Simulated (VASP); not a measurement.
# AlNi (Cmmm) in VASP: a series of runs

AlNi is run at these levels: LDA; tasks: single point.

All numbers are computed with VASP 6.6.1; they aren't measurements. Logs are shortened: lines on timing, memory, paths and dates and some standing lists are left out, and cuts for length are marked.

**1. The cell of the first run**

Symmetry: Cmmm, No. 65, orthorhombic system. Conventional cell: a = 3.877 Å, b = 3.906 Å, c = 3.099 Å, α = 90.00°, β = 90.00°, γ = 90.00°. Within 3.3 Å of Al (site symmetry mmm) lie 8 Ni at 2.48 to 2.49 Å and 6 Al at 2.75 to 3.10 Å. Within 3.3 Å of Ni (site symmetry mmm) lie 8 Al at 2.48 to 2.49 Å and 6 Ni at 2.75 to 3.10 Å.

**2. Single point, LDA, collinear spin, ferromagnetic start**

File INCAR:

```
ALGO = Normal
EDIFF = 1E-6
ENCUT = 520
GGA = CA
ISIF = 2
ISMEAR = -1
ISPIN = 2
LASPH = True
LCHARG = False
LMAXMIX = 4
LORBIT = 11
LREAL = False
LWAVE = False
MAGMOM = 0 2
NBANDS = 18
NELM = 150
PREC = Accurate
SIGMA = 0.1
```

File KPOINTS:

```
k-points
0
Gamma
  10 10 9
```

File POSCAR:

```
AlNi
1.0
    1.9386940000     -1.9531901500      0.0000000000
    1.9386940000      1.9531901500      0.0000000000
    0.0000000000      0.0000000000      3.0994300400
Al Ni
1 1
Direct
    0.0000000000      0.0000000000      0.0000000000
    0.5000000000      0.5000000000      0.5000000000
```

Potentials or basis: VASP PAW LDA potentials, release 64 (Al, Ni).

Run with:

```sh
$ cat potpaw_LDA.64/Al/POTCAR potpaw_LDA.64/Ni/POTCAR > POTCAR
$ mpirun -np 1 vasp_std > vasp.out
```

OUTCAR:

```text
EDIFF = 1E-6
   ENCUT = 520
   GGA = CA
   ISIF = 2
   ISMEAR = -1
   ISPIN = 2
   LASPH = True
   LORBIT = 11
   LREAL = False
   NELM = 150
   PREC = Accurate

 ion  position               nearest neighbor table
   1  0.000  0.000  0.000-   2 2.48   2 2.48   2 2.48   2 2.48   2 2.49   2 2.49   2 2.49   2 2.49

   2  0.500  0.500  0.500-   1 2.48   1 2.48   1 2.48   1 2.48   1 2.49   1 2.49   1 2.49   1 2.49

  LATTYP: Found a base centered orthorhombic cell.
 ALAT       =     3.8773880000
 B/A-ratio  =     1.0074772759
 C/A-ratio  =     0.7993603013

  Lattice vectors:

 A1 = (   1.9386940000,  -1.9531901500,   0.0000000000)
 A2 = (   1.9386940000,   1.9531901500,   0.0000000000)
 A3 = (   0.0000000000,   0.0000000000,   3.0994300400)

Analysis of symmetry for initial positions (statically):
=====================================================================
 Subroutine PRICEL returns:
 Original cell was already a primitive cell.

 Routine SETGRP: Setting up the symmetry group for a
 base centered orthorhombic supercell.

 Subroutine GETGRP returns: Found  8 space group operations
 (whereof  8 operations were pure point group operations)
 out of a pool of  8 trial point group operations.

The static configuration has the point symmetry D_2h.

Analysis of symmetry for dynamics (positions and initial velocities):
=====================================================================
 Subroutine PRICEL returns:
 Original cell was already a primitive cell.

 Routine SETGRP: Setting up the symmetry group for a
 base centered orthorhombic supercell.

 Subroutine GETGRP returns: Found  8 space group operations
 (whereof  8 operations were pure point group operations)
 out of a pool of  8 trial point group operations.

The dynamic configuration has the point symmetry D_2h.

Analysis of structural, dynamic, and magnetic symmetry:
=====================================================================
 Subroutine PRICEL returns:
 Original cell was already a primitive cell.

 Routine SETGRP: Setting up the symmetry group for a
 base centered orthorhombic supercell.

 Subroutine GETGRP returns: Found  8 space group operations
 (whereof  8 operations were pure point group operations)
 out of a pool of  8 trial point group operations.

The overall configuration has the point symmetry D_2h.

 Subroutine INISYM returns: Found  8 space group operations
 (whereof  8 operations are pure point group operations),
 and found     1 'primitive' translations

----------------------------------------------------------------------------------------

                                     Primitive cell

  volume of cell :      23.4728

  direct lattice vectors                    reciprocal lattice vectors
     1.938694000 -1.953190150  0.000000000     0.257905580 -0.255991461  0.000000000
     1.938694000  1.953190150  0.000000000     0.257905580  0.255991461  0.000000000
     0.000000000  0.000000000  3.099430040     0.000000000  0.000000000  0.322639965

  length of vectors
     2.751996764  2.751996764  3.099430040     0.363382603  0.363382603  0.322639965

  position of ions in fractional coordinates (direct lattice)
     0.000000000  0.000000000  0.000000000
     0.500000000  0.500000000  0.500000000

  ion indices of the primitive-cell ions
   primitive index   ion index
                 1           1
                 2           2

----------------------------------------------------------------------------------------

 KPOINTS: k-points

Automatic generation of k-mesh.
 Grid dimensions read from file:
 generate k-points for:   10   10    9

 Generating k-lattice:

  Cartesian coordinates                     Fractional coordinates (reciprocal lattice)
     0.025790558 -0.025599146  0.000000000     0.100000000  0.000000000  0.000000000
     0.025790558  0.025599146  0.000000000     0.000000000  0.100000000  0.000000000
     0.000000000  0.000000000  0.035848885     0.000000000  0.000000000  0.111111111

  Length of vectors
     0.036338260  0.036338260  0.035848885

  Shift w.r.t. Gamma in fractional coordinates (k-lattice)
     0.000000000  0.000000000  0.000000000

 Subroutine IBZKPT returns following result:
 ===========================================

 Found    155 irreducible k-points:

 Following reciprocal coordinates:
            Coordinates               Weight
  0.000000  0.000000  0.000000      1.000000
  0.100000 -0.000000  0.000000      4.000000
  0.200000 -0.000000  0.000000      4.000000
  0.300000 -0.000000  0.000000      4.000000
  0.400000 -0.000000  0.000000      4.000000
  0.500000 -0.000000  0.000000      2.000000
[... 16 lines left out ...]
  0.300000  0.300000  0.000000      2.000000
  0.400000  0.300000  0.000000      4.000000
 [... further k-points ...]
   k-points           NKPTS =    155   k-points in BZ     NKDIM =    155   number of bands    NBANDS=     18
   number of dos      NEDOS =    301   number of ions     NIONS =      2
   total plane-waves  NPLWV =   9600
   dimension x,y,z NGX =    20 NGY =   20 NGZ =   24
   dimension x,y,z NGXF=    40 NGYF=   40 NGZF=   48
   ions per type =               1   1
   NGX,Y,Z   is equivalent  to a cutoff of  12.08, 12.08, 12.87 a.u.
   NGXF,Y,Z  is equivalent  to a cutoff of  24.16, 24.16, 25.75 a.u.
 SYSTEM =  unknown system
   PREC   = accura    normal or accurate (medium, high low for compatibility)
   ISTART =      0    job   : 0-new  1-cont  2-samecut
   ICHARG =      2    charge: 1-file 2-atom 10-const
   ISPIN  =      2    spin polarized calculation?
   LNONCOLLINEAR =      F non collinear calculations
   LSORBIT =      F    spin-orbit coupling
   LASPH  =      T    aspherical Exc in radial PAW
   ENCUT  =  520.0 eV  38.22 Ry    6.18 a.u.   5.12  5.12  5.76*2*pi/ulx,y,z
   NELM   =    150;   NELMIN=  2; NELMDL= -5     # of ELM steps
   EDIFF  = 0.1E-05   stopping-criterion for ELM
   LREAL  =      F    real-space projection
   EDIFFG = 0.1E-04   stopping-criterion for IOM
   NSW    =      0    number of steps for IOM
   IBRION =     -1    ionic relax: 0-MD 1-quasi-New 2-CG
   NFREE  =      0    steps in history (QN), initial steepest desc. (CG)
   ISIF   =      2    stress and relaxation
   ISYM   =      2    0-nonsym 1-usesym 2-fastsym
   POTIM  = 0.5000    time-step for ionic-motion
   TEBEG  =    0.0;   TEEND  =   0.0 temperature during run
   PSTRESS=    0.0 pullay stress
   NELECT =      13.0000    total number of electrons
   NUPDOWN=      -1.0000    fix difference up-down
   EMIN   =  10.00;   EMAX   =-10.00  energy-range for DOS
   EFERMI =   0.00;   METHOD = LEGACY
   ISMEAR =    -1;   SIGMA  =   0.10  broadening in eV -4-tet -1-fermi 0-gaus
   EFERMI_NEDOS =   21; number of points for ismear=-14 and -15
   IALGO  =     38    algorithm
   IMIX   =      4    mixing-type and parameters
     AMIX     =   0.40;   BMIX     =  1.00
     AMIX_MAG =   1.60;   BMIX_MAG =  1.00
  volume/ion in A,a.u.               =      11.74        79.20
  Fermi-wavevector in a.u.,A,eV,Ry     =   1.344417  2.540580 24.591955  1.807458
  Thomas-Fermi vector in A             =   2.472413
   LORBIT       =     11    0 simple, 1 ext, 2 COOP (PROOUT), +10 PAW based schemes
   GGA     = CA    functional components
   LHFCALC =     F    Hartree Fock is set to
   AEXX    =    0.0000 exact exchange contribution
   IVDW    =     0    specifies the selected vdW correction
   LEPSILON=     F    determine dielectric tensor
   LRPA    =     F    only Hartree local field effects (RPA)
 spin polarized calculation
  energy-cutoff  :      520.00
  volume of cell :       23.47
 maximum number of plane-waves:       646
   NGX = 11   NGY = 11   NGZ = 11

 number of electron      13.0000022 magnetization      -0.0001042

 number of electron      13.0000022 magnetization       0.0001893

 Free energy of the ion-electron system (eV)
  ---------------------------------------------------
  ext. energy  EPLUGINS =         0.00000000
  ---------------------------------------------------
  free energy    TOTEN  =       -12.15584158 eV

  energy without entropy =      -12.12636671  energy(sigma->0) =      -12.14110414

 E-fermi :  10.0076     XC(G=0): -12.3910

 val. band max:        9.9837022104   @ k =   0.0000   0.0000   0.2222
 cond. band min:      10.0300071740   @ k =   0.4000   0.3000   0.1111
 fundamental gap:      0.0463049636
 Fermi energy:        10.0075990289

 spin component 1

 k-point     1 :       0.0000    0.0000    0.0000
  band No.  band energies     occupation
      1      -1.2337      1.00000
      2       6.5642      1.00000
      3       6.6941      1.00000
      4       8.3066      1.00000
      5       8.3265      1.00000
      6       8.6292      1.00000
[... 10 lines left out ...]
     17      33.4048      0.00000
     18      33.4287      0.00000

 k-point     2 :       0.1000   -0.0000    0.0000
  band No.  band energies     occupation
      1      -1.0327      1.00000
      2       6.6164      1.00000
      3       6.7129      1.00000
      4       8.1745      1.00000
      5       8.3289      1.00000
      6       8.5510      1.00000
[... 10 lines left out ...]
     17      33.0303      0.00000
     18      33.7307      0.00000

 k-point     3 :       0.2000   -0.0000    0.0000
  band No.  band energies     occupation
      1      -0.4359      1.00000
      2       6.6395      1.00000
      3       6.7926      1.00000
      4       7.8548      1.00000
      5       8.3570      1.00000
      6       8.3592      1.00000
[... 412 lines left out ...]
 k-point    23 :       0.3000    0.3000    0.0000
  band No.  band energies     occupation
      1       2.2080      1.00000
      2       6.4902      1.00000
      3       7.1091      1.00000
      4       7.6154      1.00000
      5       7.8045      1.00000
      6       7.8484      1.00000
[... 10 lines left out ...]
     17      32.5842      0.00000
     18      34.7032      0.00000

 k-point    24 :       0.4000    0.3000    0.0000
  band No.  band energies     occupation
      1       3.3755      1.00000
      2       5.8570      1.00000
      3       7.3498      1.00000
      4       7.4813      1.00000
      5       7.7910      1.00000
      6       7.8406      1.00000
[... 10 lines left out ...]
     17      33.0399      0.00000
     18      34.0606      0.00000

 [... further k-points ...]

 spin component 2

 k-point     1 :       0.0000    0.0000    0.0000
  band No.  band energies     occupation
      1      -1.2337      1.00000
      2       6.5644      1.00000
      3       6.6944      1.00000
      4       8.3068      1.00000
      5       8.3268      1.00000
      6       8.6294      1.00000
[... 10 lines left out ...]
     17      33.4024      0.00000
     18      33.4183      0.00000

 k-point     2 :       0.1000   -0.0000    0.0000
  band No.  band energies     occupation
      1      -1.0327      1.00000
      2       6.6166      1.00000
      3       6.7131      1.00000
      4       8.1747      1.00000
      5       8.3292      1.00000
      6       8.5512      1.00000
[... 10 lines left out ...]
     17      33.0303      0.00000
     18      33.7307      0.00000

 k-point     3 :       0.2000   -0.0000    0.0000
  band No.  band energies     occupation
      1      -0.4360      1.00000
      2       6.6397      1.00000
      3       6.7928      1.00000
      4       7.8551      1.00000
      5       8.3572      1.00000
      6       8.3595      1.00000
[... 412 lines left out ...]
 k-point    23 :       0.3000    0.3000    0.0000
  band No.  band energies     occupation
      1       2.2080      1.00000
      2       6.4903      1.00000
      3       7.1092      1.00000
      4       7.6156      1.00000
      5       7.8047      1.00000
      6       7.8487      1.00000
[... 10 lines left out ...]
     17      32.5842      0.00000
     18      34.7032      0.00000

 k-point    24 :       0.4000    0.3000    0.0000
  band No.  band energies     occupation
      1       3.3755      1.00000
      2       5.8571      1.00000
      3       7.3499      1.00000
      4       7.4815      1.00000
      5       7.7912      1.00000
      6       7.8408      1.00000
[... 10 lines left out ...]
     17      33.0399      0.00000
     18      34.0607      0.00000

 [... further k-points ...]

------------------------ aborting loop because EDIFF is reached ----------------------------------------

  FORCE on cell =-STRESS in cart. coord.  units (eV):
  Direction    XX          YY          ZZ          XY          YZ          ZX
  --------------------------------------------------------------------------------------
  -------------------------------------------------------------------------------------
  Total       -0.2226808     -0.4462085     -1.3694400     -0.0000000      0.0000000      0.0000000
  in kB      -15.1994452    -30.4566944    -93.4733826     -0.0000000      0.0000000      0.0000000
  external PRESSURE =     -46.3765074 kB  Pullay stress =       0.0000000 kB

 VOLUME and BASIS-vectors are now :
 -----------------------------------------------------------------------------
  energy-cutoff  :      520.00
  volume of cell :       23.47
      direct lattice vectors                 reciprocal lattice vectors
     1.938694000 -1.953190150  0.000000000     0.257905580 -0.255991461  0.000000000
     1.938694000  1.953190150  0.000000000     0.257905580  0.255991461  0.000000000
     0.000000000  0.000000000  3.099430040     0.000000000  0.000000000  0.322639965

 POSITION                                       TOTAL-FORCE (eV/Angst)
 -----------------------------------------------------------------------------------
      0.00000      0.00000      0.00000         0.000000      0.000000      0.000000
      1.93869      0.00000      1.54972        -0.000000      0.000000      0.000000
 -----------------------------------------------------------------------------------
    total drift:                                0.000000      0.000000      0.000000

  FREE ENERGIE OF THE ION-ELECTRON SYSTEM (eV)
  ---------------------------------------------------
  free  energy   TOTEN  =       -12.1558415754 eV

  energy  without entropy=      -12.1263667074  energy(sigma->0) =      -12.14110414

 total charge

# of ion       s       p       d       tot
------------------------------------------
    1        0.393   0.429   0.000   0.822
    2        0.491   0.533   8.495   9.519
--------------------------------------------------
tot          0.884   0.962   8.495  10.341

 magnetization (x)

# of ion       s       p       d       tot
------------------------------------------
    1       -0.000  -0.000   0.000  -0.000
    2        0.000   0.000   0.000   0.000
--------------------------------------------------
tot          0.000  -0.000   0.000   0.000
```

Run time: 1.7 min. Hardware: 1 thread of AMD EPYC 7R43 (Zen 3), shared host; peak memory 0.16 GiB.

Results:

```
Free energy                                           : -12.1558 eV
Pressure                                              : -4.6 GPa
Net moment                                            : 0.00 μB per cell
Valence electrons inside the program's atomic spheres : Al 0.82; Ni 9.52
```

Stress tensor (GPa, compression positive):
```
-1.52  0.00  0.00
 0.00 -3.05  0.00
 0.00  0.00 -9.35
```

Levels at points of the mesh, in eV from the Fermi level:
Spin up:
| k point | band 5 | band 6 | band 7 | band 8 | band 9 | band 10 |
| --- | --- | --- | --- | --- | --- | --- |
| (0.00, 0.00, 0.00) | -1.68 | -1.38 | 2.92 | 6.99 | 7.04 | 7.23 |
| (0.50, 0.00, 0.00) | -2.10 | -1.57 | -0.39 | 7.77 | 7.99 | 9.33 |
| (0.50, 0.50, 0.00) | -2.39 | -2.27 | -0.88 | 2.21 | 3.27 | 10.67 |
Spin down:
```tsv
k point	band 4	band 5	band 6	band 7	band 8	band 9	band 10	band 11
(0.00, 0.00, 0.00)	-1.70	-1.68	-1.38	2.92	6.99	7.04	7.23	8.72
(0.50, 0.00, 0.00)	-2.79	-2.10	-1.57	-0.39	7.77	7.99	9.33	11.60
(0.50, 0.50, 0.00)	-2.48	-2.39	-2.27	-0.88	2.21	3.27	10.67	13.51
```

Caveat: the cell stands under tension.

**3. Single point, LDA, collinear spin, ferromagnetic start**

File INCAR:

```
SYSTEM = AlNi
PREC = Accurate
ENCUT = 520
EDIFF = 1E-6
ISMEAR = -1
SIGMA = 0.1
LREAL = .FALSE.
LASPH = .TRUE.
NELM = 150
ALGO = Normal
ISIF = 2
LWAVE = .FALSE.
LCHARG = .FALSE.
ISPIN = 2
MAGMOM = 0 2
LORBIT = 11
LMAXMIX = 4
GGA = CA
NBANDS = 18
```

File KPOINTS:

```
regular mesh
0
G
  10 10 9
  0 0 0
```

POSCAR is that of step 2.

Potentials or basis: VASP PAW LDA potentials, release 64 (Al, Ni).

Run with:

```sh
$ cat potpaw_LDA.64/Al/POTCAR potpaw_LDA.64/Ni/POTCAR > POTCAR
$ mpirun -np 1 vasp_std > vasp.out
```

It took 96 s on 1 thread of AMD EPYC 7R43 (Zen 3), shared host; peak memory 0.16 GiB.

The run converged. Its results:

- Free energy: -12.1558 eV
- Pressure: -4.6 GPa
- Net moment: 0.00 μB per cell
- Valence electrons inside the program's atomic spheres: Al 0.82; Ni 9.52

Stress tensor (GPa, compression positive):
```
-1.52  0.00  0.00
 0.00 -3.05  0.00
 0.00  0.00 -9.35
```

Levels at points of the mesh, in eV from the Fermi level:
Spin up:
```csv
k point,band 4,band 5,band 6,band 7,band 8,band 9,band 10,band 11
"(0.00, 0.00, 0.00)",-1.70,-1.68,-1.38,2.92,6.99,7.04,7.23,8.72
"(0.50, 0.00, 0.00)",-2.79,-2.10,-1.57,-0.39,7.77,7.99,9.33,11.60
"(0.50, 0.50, 0.00)",-2.48,-2.39,-2.27,-0.88,2.21,3.27,10.67,13.51
```
Spin down:
| k point | band 4 | band 5 | band 6 | band 7 | band 8 | band 9 | band 10 | band 11 |
| --- | --- | --- | --- | --- | --- | --- | --- | --- |
| (0.00, 0.00, 0.00) | -1.70 | -1.68 | -1.38 | 2.92 | 6.99 | 7.04 | 7.23 | 8.72 |
| (0.50, 0.00, 0.00) | -2.79 | -2.10 | -1.57 | -0.39 | 7.77 | 7.99 | 9.33 | 11.60 |
| (0.50, 0.50, 0.00) | -2.48 | -2.39 | -2.27 | -0.88 | 2.21 | 3.27 | 10.67 | 13.51 |

Caveat: the cell stands under tension.
